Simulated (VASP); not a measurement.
# Zr (P6_3/mmc) in VASP: a series of runs

Zr is run at these levels: PBE; tasks: single point.

Everything below comes from runs of VASP 6.6.1. Logs are shortened: lines on timing, memory, paths and dates and some standing lists are left out, and cuts for length are marked.

## 1. The cell of the first run

Symmetry: P6_3/mmc, No. 194, hexagonal system. The conventional cell has a = 2.621 Å, b = 2.621 Å, c = 4.716 Å, α = 90.00°, β = 90.00°, γ = 120.00°. Zr (site symmetry -6m2) has 12 Zr at 2.62 to 2.80 Å within 3.5 Å.

## 2. Single point, PBE

File INCAR:

```
SYSTEM = Zr
  PREC = Accurate
  ENCUT = 520
  EDIFF = 1E-7
  ISMEAR = -1
  SIGMA = 0.05
  LREAL = .False.
  LASPH = .True.
  NELM = 80
  ALGO = Normal
  ISIF = 2
  LWAVE = .False.
  LCHARG = .False.
  GGA = PE
  NBANDS = 19
```

File KPOINTS:

```
regular mesh
0
Gamma
  15 15 8
  0 0 0
```

File POSCAR:

```
Zr
1.0
    2.6213278162      0.0000000000      0.0000000000
   -1.3106639081      2.2701364805      0.0000000000
    0.0000000000      0.0000000000      4.7157278447
Zr
2
Direct
    0.3333333333      0.6666666667      0.2500000000
    0.6666666667      0.3333333333      0.7500000000
```

Potentials or basis: VASP PAW PBE potentials, release 64 (Zr_sv).

Run with:

```
> cat potpaw_PBE.64/Zr_sv/POTCAR > POTCAR
> mpirun -np 1 vasp_std > vasp.out
```

OUTCAR:

```text
SYSTEM = Zr
   PREC = Accurate
   ENCUT = 520
   EDIFF = 1E-7
   ISMEAR = -1
   LREAL = .False.
   LASPH = .True.
   NELM = 80
   ISIF = 2
   GGA = PE

 ion  position               nearest neighbor table
   1  0.333  0.667  0.250-   2 2.80   2 2.80   2 2.80   2 2.80   2 2.80   2 2.80   2 3.84   2 3.84
                             2 3.84   2 3.84   2 3.84   2 3.84
   2  0.667  0.333  0.750-   1 2.80   1 2.80   1 2.80   1 2.80   1 2.80   1 2.80   1 3.84   1 3.84
                             1 3.84   1 3.84   1 3.84   1 3.84

  LATTYP: Found a hexagonal cell.
 ALAT       =     2.6213278162
 C/A-ratio  =     1.7989843985

  Lattice vectors:

 A1 = (   2.6213278162,   0.0000000000,   0.0000000000)
 A2 = (  -1.3106639081,   2.2701364805,   0.0000000000)
 A3 = (   0.0000000000,   0.0000000000,   4.7157278447)

Analysis of symmetry for initial positions (statically):
=====================================================================
 Subroutine PRICEL returns:
 Original cell was already a primitive cell.

 Routine SETGRP: Setting up the symmetry group for a
 hexagonal supercell.

 Subroutine GETGRP returns: Found 24 space group operations
 (whereof 12 operations were pure point group operations)
 out of a pool of 24 trial point group operations.

The static configuration has the point symmetry D_3d.
 The point group associated with its full space group is D_6h.

Analysis of symmetry for dynamics (positions and initial velocities):
=====================================================================
 Subroutine PRICEL returns:
 Original cell was already a primitive cell.

 Routine SETGRP: Setting up the symmetry group for a
 hexagonal supercell.

 Subroutine GETGRP returns: Found 24 space group operations
 (whereof 12 operations were pure point group operations)
 out of a pool of 24 trial point group operations.

The dynamic configuration has the point symmetry D_3d.
 The point group associated with its full space group is D_6h.

 Subroutine INISYM returns: Found 24 space group operations
 (whereof 12 operations are pure point group operations),
 and found     1 'primitive' translations

----------------------------------------------------------------------------------------

                                     Primitive cell
[... 79 lines left out ...]
   NGX,Y,Z   is equivalent  to a cutoff of  12.68, 12.68, 12.69 a.u.
   NGXF,Y,Z  is equivalent  to a cutoff of  25.37, 25.37, 25.38 a.u.
 SYSTEM =  Zr
   PREC   = accura    normal or accurate (medium, high low for compatibility)
   ISTART =      0    job   : 0-new  1-cont  2-samecut
   ICHARG =      2    charge: 1-file 2-atom 10-const
   ISPIN  =      1    spin polarized calculation?
   LNONCOLLINEAR =      F non collinear calculations
   LSORBIT =      F    spin-orbit coupling
   LASPH  =      T    aspherical Exc in radial PAW
   ENCUT  =  520.0 eV  38.22 Ry    6.18 a.u.   4.87  4.87  8.77*2*pi/ulx,y,z
   NELM   =     80;   NELMIN=  2; NELMDL= -5     # of ELM steps
   EDIFF  = 0.1E-06   stopping-criterion for ELM
   LREAL  =      F    real-space projection
   EDIFFG = 0.1E-05   stopping-criterion for IOM
   NSW    =      0    number of steps for IOM
   IBRION =     -1    ionic relax: 0-MD 1-quasi-New 2-CG
   NFREE  =      0    steps in history (QN), initial steepest desc. (CG)
   ISIF   =      2    stress and relaxation
   ISYM   =      2    0-nonsym 1-usesym 2-fastsym
   POTIM  = 0.5000    time-step for ionic-motion
   TEBEG  =    0.0;   TEEND  =   0.0 temperature during run
   PSTRESS=    0.0 pullay stress
   NELECT =      24.0000    total number of electrons
   NUPDOWN=      -1.0000    fix difference up-down
   EMIN   =  10.00;   EMAX   =-10.00  energy-range for DOS
   EFERMI =   0.00;   METHOD = LEGACY
   ISMEAR =    -1;   SIGMA  =   0.05  broadening in eV -4-tet -1-fermi 0-gaus
   EFERMI_NEDOS =   21; number of points for ismear=-14 and -15
   IALGO  =     38    algorithm
   IMIX   =      4    mixing-type and parameters
     AMIX     =   0.40;   BMIX     =  1.00
     AMIX_MAG =   1.60;   BMIX_MAG =  1.00
  volume/ion in A,a.u.               =      14.03        94.69
  Fermi-wavevector in a.u.,A,eV,Ry     =   1.553953  2.936546 32.854942  2.414770
  Thomas-Fermi vector in A             =   2.658109
   LORBIT       =      0    0 simple, 1 ext, 2 COOP (PROOUT), +10 PAW based schemes
   GGA     = PE    functional components
   LHFCALC =     F    Hartree Fock is set to
   AEXX    =    0.0000 exact exchange contribution
   IVDW    =     0    specifies the selected vdW correction
   LEPSILON=     F    determine dielectric tensor
   LRPA    =     F    only Hartree local field effects (RPA)
 non-spin polarized calculation
  energy-cutoff  :      520.00
  volume of cell :       28.06
 maximum number of plane-waves:       777
 NGX is ok and might be reduce to    20
   NGX =  9   NGY =  9   NGZ = 17

 number of electron      24.0000000 magnetization

 Free energy of the ion-electron system (eV)
  ---------------------------------------------------
  ext. energy  EPLUGINS =         0.00000000
  ---------------------------------------------------
  free energy    TOTEN  =       -12.81988149 eV

  energy without entropy =      -12.81253244  energy(sigma->0) =      -12.81620696

 E-fermi :  15.7480     XC(G=0): -13.6140

 val. band max:       15.7360088656   @ k =   0.3333   0.3333   0.0000
 cond. band min:      15.7990064668   @ k =   0.4000   0.2000   0.0000
 fundamental gap:      0.0629976012
 Fermi energy:        15.7479650718

 k-point     1 :       0.0000    0.0000    0.0000
  band No.  band energies     occupation
      1     -32.9398      2.00000
      2     -32.2667      2.00000
      3     -12.4711      2.00000
      4      -9.0398      2.00000
      5      -8.7052      2.00000
      6      -8.7052      2.00000
[... 505 lines left out ...]
      6     -10.4022      2.00000
[... 11 lines left out ...]
     18      23.2600      0.00000
     19      27.8475      0.00000

 [... further k-points ...]
[... 5 lines left out ...]
  --------------------------------------------------------------------------------------
  -------------------------------------------------------------------------------------
  Total       18.2464666     18.2464666     18.2323573      0.0000000      0.0000000      0.0000000
  in kB     1041.7591441   1041.7591441   1040.9535954      0.0000000      0.0000000      0.0000000
  external PRESSURE =    1041.4906279 kB  Pullay stress =       0.0000000 kB

 VOLUME and BASIS-vectors are now :
 -----------------------------------------------------------------------------
  energy-cutoff  :      520.00
  volume of cell :       28.06
      direct lattice vectors                 reciprocal lattice vectors
     2.621327816  0.000000000  0.000000000     0.381486052  0.220251075  0.000000000
    -1.310663908  2.270136481  0.000000000     0.000000000  0.440502150  0.000000000
     0.000000000  0.000000000  4.715727845     0.000000000  0.000000000  0.212056343

 POSITION                                       TOTAL-FORCE (eV/Angst)
 -----------------------------------------------------------------------------------
     -0.00000      1.51342      1.17893         0.000000      0.000000      0.000000
      1.31066      0.75671      3.53680         0.000000     -0.000000      0.000000
 -----------------------------------------------------------------------------------
    total drift:                               -0.000000      0.000000     -0.000000

  FREE ENERGIE OF THE ION-ELECTRON SYSTEM (eV)
  ---------------------------------------------------
  free  energy   TOTEN  =       -12.8198814854 eV

  energy  without entropy=      -12.8125324364  energy(sigma->0) =      -12.81620696
```

stdout:

```text
POSCAR found type information on POSCAR Zr
 POSCAR found :  1 types and       2 ions
 scaLAPACK will be used
 LDA part: xc-table for (Slater+PW92), standard interpolation
 POSCAR, INCAR and KPOINTS ok, starting setup
 FFT: planning ... GRIDC
 FFT: planning ... GRID_SOFT
 FFT: planning ... GRID
 WAVECAR not read
 entering main loop
```

It took 61 s on 1 thread of Intel Xeon Platinum 8259CL at 2.50GHz (Skylake/Cascade Lake), shared host; peak memory 0.18 GiB.

What came out:

```yaml
Free_energy: -12.8199 eV
Pressure: 104.1 GPa
Band_gap_on_the_k_mesh: zero (band 12 reaches 16.87 eV, above the bottom of band 13 at 15.27 eV)
```

Stress tensor (GPa, compression positive):
```
104.18   0.00   0.00
  0.00 104.18   0.00
  0.00   0.00 104.10
```

Levels at points of the mesh, in eV from the Fermi level:
| k point | band 9 | band 10 | band 11 | band 12 | band 13 | band 14 | band 15 | band 16 |
| --- | --- | --- | --- | --- | --- | --- | --- | --- |
| (0.00, 0.00, 0.00) | -5.33 | -3.86 | -0.58 | 1.13 | 1.13 | 1.99 | 1.99 | 3.59 |
| (0.00, 0.00, 0.50) | -3.38 | -3.38 | -0.27 | -0.27 | 1.22 | 1.22 | 1.22 | 1.22 |

## 3. Single point, PBE

File INCAR:

```
SYSTEM = Zr
PREC     = Accurate       ! precision mode
ENCUT    = 520            ! plane-wave cutoff, eV
EDIFF    = 1E-7           ! SCF threshold, eV
ISMEAR   = 0              ! smearing method
SIGMA    = 0.1            ! smearing width, eV
LREAL    = .False.        ! projectors in reciprocal space
LASPH    = .True.         ! aspherical terms in the spheres
NELM     = 60             ! most SCF steps
ALGO     = Normal         ! electronic algorithm
ISIF     = 2              ! what is computed and relaxed
LWAVE    = .False.        ! write WAVECAR
LCHARG   = .False.        ! write CHGCAR
GGA      = PE             ! functional
NBANDS   = 19             ! bands
```

KPOINTS is that of step 2.

POSCAR is that of step 2.

Potentials or basis: VASP PAW PBE potentials, release 64 (Zr_sv).

Run with:

```
> cat potpaw_PBE.64/Zr_sv/POTCAR > POTCAR
> mpirun -np 1 vasp_std > vasp.out
```

OUTCAR:

```text
SYSTEM = Zr
   PREC = Accurate
   ENCUT = 520
   EDIFF = 1E-7
   ISMEAR = 0
   LREAL = .False.
   LASPH = .True.
   NELM = 60
   ISIF = 2
   GGA = PE

 ion  position               nearest neighbor table
   1  0.333  0.667  0.250-   2 2.80   2 2.80   2 2.80   2 2.80   2 2.80   2 2.80   2 3.84   2 3.84
                             2 3.84   2 3.84   2 3.84   2 3.84
   2  0.667  0.333  0.750-   1 2.80   1 2.80   1 2.80   1 2.80   1 2.80   1 2.80   1 3.84   1 3.84
                             1 3.84   1 3.84   1 3.84   1 3.84

  LATTYP: Found a hexagonal cell.
 ALAT       =     2.6213278162
 C/A-ratio  =     1.7989843985

  Lattice vectors:

 A1 = (   2.6213278162,   0.0000000000,   0.0000000000)
 A2 = (  -1.3106639081,   2.2701364805,   0.0000000000)
 A3 = (   0.0000000000,   0.0000000000,   4.7157278447)

Analysis of symmetry for initial positions (statically):
=====================================================================
 Subroutine PRICEL returns:
 Original cell was already a primitive cell.

 Routine SETGRP: Setting up the symmetry group for a
 hexagonal supercell.

 Subroutine GETGRP returns: Found 24 space group operations
[... 161 lines left out ...]
  ---------------------------------------------------
  ext. energy  EPLUGINS =         0.00000000
  ---------------------------------------------------
  free energy    TOTEN  =       -12.81840858 eV

  energy without entropy =      -12.81453395  energy(sigma->0) =      -12.81647126

 E-fermi :  15.7466     XC(G=0): -13.6141

 val. band max:       15.7361829770   @ k =   0.3333   0.3333   0.0000
 cond. band min:      15.7988513889   @ k =   0.4000   0.2000   0.0000
 fundamental gap:      0.0626684119
 Fermi energy:        15.7466244765

 k-point     1 :       0.0000    0.0000    0.0000
  band No.  band energies     occupation
      1     -32.9399      2.00000
      2     -32.2668      2.00000
      3     -12.4715      2.00000
      4      -9.0403      2.00000
      5      -8.7051      2.00000
      6      -8.7051      2.00000
[... 505 lines left out ...]
      6     -10.4027      2.00000
[... 11 lines left out ...]
     18      23.2600      0.00000
     19      27.8474      0.00000

 [... further k-points ...]
[... 5 lines left out ...]
  --------------------------------------------------------------------------------------
  -------------------------------------------------------------------------------------
  Total       18.2404864     18.2404864     18.2417697     -0.0000000      0.0000000      0.0000000
  in kB     1041.4177127   1041.4177127   1041.4909811     -0.0000000      0.0000000      0.0000000
  external PRESSURE =    1041.4421355 kB  Pullay stress =       0.0000000 kB

 VOLUME and BASIS-vectors are now :
 -----------------------------------------------------------------------------
  energy-cutoff  :      520.00
  volume of cell :       28.06
      direct lattice vectors                 reciprocal lattice vectors
     2.621327816  0.000000000  0.000000000     0.381486052  0.220251075  0.000000000
    -1.310663908  2.270136481  0.000000000     0.000000000  0.440502150  0.000000000
     0.000000000  0.000000000  4.715727845     0.000000000  0.000000000  0.212056343

 POSITION                                       TOTAL-FORCE (eV/Angst)
 -----------------------------------------------------------------------------------
     -0.00000      1.51342      1.17893         0.000000     -0.000000      0.000000
      1.31066      0.75671      3.53680        -0.000000      0.000000      0.000000
 -----------------------------------------------------------------------------------
    total drift:                               -0.000000      0.000000     -0.000000

  FREE ENERGIE OF THE ION-ELECTRON SYSTEM (eV)
  ---------------------------------------------------
  free  energy   TOTEN  =       -12.8184085752 eV

  energy  without entropy=      -12.8145339459  energy(sigma->0) =      -12.81647126
```

OSZICAR:

```text
N       E                     dE             d eps       ncg     rms          rms(c)
DAV:   1     0.233923002378E+03    0.23392E+03   -0.13833E+04  5146   0.134E+03
DAV:   2     0.272097268443E+01   -0.23120E+03   -0.22589E+03  5793   0.397E+02
DAV:   3    -0.126178353252E+02   -0.15339E+02   -0.14958E+02  8967   0.769E+01
DAV:   4    -0.129381549705E+02   -0.32032E+00   -0.31986E+00  5879   0.110E+01
DAV:   5    -0.129453171698E+02   -0.71622E-02   -0.71610E-02  6971   0.122E+00    0.389E+01
DAV:   6    -0.127611471668E+02    0.18417E+00   -0.48988E-01  6954   0.604E+00    0.193E+01
DAV:   7    -0.128080218927E+02   -0.46875E-01   -0.45319E-01  7890   0.503E+00    0.162E+00
DAV:   8    -0.128181347266E+02   -0.10113E-01   -0.75282E-02  6152   0.250E+00    0.543E-01
DAV:   9    -0.128184666313E+02   -0.33190E-03   -0.44638E-03  5673   0.648E-01    0.511E-02
DAV:  10    -0.128184102190E+02    0.56412E-04   -0.16794E-04  6653   0.108E-01    0.204E-02
DAV:  11    -0.128184104312E+02   -0.21221E-06   -0.24024E-06  5975   0.116E-02    0.597E-03
DAV:  12    -0.128184085888E+02    0.18423E-05   -0.76280E-07  6371   0.746E-03    0.178E-03
DAV:  13    -0.128184085752E+02    0.13604E-07   -0.35147E-08  3111   0.168E-03
   1 F= -.12818409E+02 E0= -.12816471E+02  d E =-.387463E-02
```

Run time: 66 s. Hardware: 1 thread of Intel Xeon Platinum 8259CL at 2.50GHz (Skylake/Cascade Lake), shared host; peak memory 0.18 GiB.

Results:

```
Free energy            : -12.8184 eV
Pressure               : 104.1 GPa
Band gap on the k mesh : zero (band 12 reaches 16.87 eV, above the bottom of band 13 at 15.27 eV)
```

Levels at points of the mesh, in eV from the Fermi level:
| k point | band 8 | band 9 | band 10 | band 11 | band 12 | band 13 | band 14 | band 15 | band 16 | band 17 |
| --- | --- | --- | --- | --- | --- | --- | --- | --- | --- | --- |
| (0.00, 0.00, 0.00) | -24.15 | -5.32 | -3.86 | -0.58 | 1.13 | 1.13 | 1.99 | 1.99 | 3.59 | 4.65 |
| (0.00, 0.00, 0.50) | -24.30 | -3.37 | -3.37 | -0.27 | -0.27 | 1.22 | 1.22 | 1.22 | 1.22 | 6.82 |
